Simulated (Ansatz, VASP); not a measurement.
**C: VASP beside Ansatz**

```
C
1.0
     2.28100    0.00000    0.00000
    -1.14050    1.97540    0.00000
     0.00000    0.00000   26.00242
C
2
Direct
  0.66667 0.33333 0.50550
  0.33333 0.66667 0.49450
```

Alike in both runs: task single point; functional PBE; dispersion D3(BJ); k mesh 21 × 21 × 1; occupations gaussian, width 0.1 eV; no spin polarisation.

|  | VASP | Ansatz |
| --- | --- | --- |
| version | VASP 6.6.1 | Ansatz 0.2.0 |
| potentials or method | VASP PAW PBE potentials, release 64 (C), cutoff 520 eV | scalar-relativistic, plane waves, PAW |
| valence electrons in the cell | 8 | 8 |

Ansatz gave:

| Quantity | Value |
| --- | --- |
| gap on the k mesh at the Fermi level (eV) | none |
| rms of the force components (eV/Å) | 2.562 |
| work function, face that differs most (eV) | 3.67 |

Task: What did VASP give for the same quantities?

Result: gap on the k mesh at the Fermi level (eV): none; rms of the force components (eV/Å): 2.554; work function, face that differs most (eV): 3.67.

Atom by atom the forces differ by 0.009 eV/Å (rms over components). A gap of «none» marks a metal or a gap that the smearing closes.
